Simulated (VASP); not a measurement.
The system is AlAu.

```
Al Au
1.0
     3.22394    0.00000    0.00000
     0.00000    3.22394    0.00000
     0.00000    0.00000    3.22394
Al Au
1 1
Cartesian
  0.0000 0.0000 0.0000
  1.6120 1.6120 1.6120
```

```yaml
Program: VASP 6.6.1
Task: relaxation of cell and atoms
Functional: PBEsol
Potentials_or_basis: VASP PAW PBE potentials, release 64 (Al, Au)
Cutoff: 600 eV
k_mesh: 13 × 13 × 13
Occupations: methfessel-paxton, width 0.1 eV
Spin: no spin polarisation
```

At the start: pressure -4.9 GPa; volume 16.75 Å³/atom.

Problem. Where does the relaxation end?

Solution. Over 3 steps the energy falls by 11.7 meV/atom and the volume is 16.03 Å³/atom (-4.3 %); space group Pm-3m (No. 221, to 0.05 Å).

Step by step:
```
step  energy change (eV)  largest force (eV/Å)  pressure (GPa)  volume (Å³)
   1              0.0000                0.0000           -4.95        33.51
   2             -0.0104                0.0000            4.25        31.06
   3             -0.0234                0.0000            0.00        32.07
```

Final structure:
```cif
data_structure
_symmetry_space_group_name_H-M 'P 1'
_symmetry_Int_Tables_number 1
_cell_length_a 3.1770
_cell_length_b 3.1770
_cell_length_c 3.1770
_cell_angle_alpha 90.000
_cell_angle_beta 90.000
_cell_angle_gamma 90.000
_cell_volume 32.07
loop_
_atom_site_label
_atom_site_type_symbol
_atom_site_fract_x
_atom_site_fract_y
_atom_site_fract_z
_atom_site_occupancy
Al1 Al 0.00000 0.00000 0.00000 1
Au1 Au 0.50000 0.50000 0.50000 1
```

Caveat: the PAW data sets were made with another functional, which shifts forces and pressure a little.
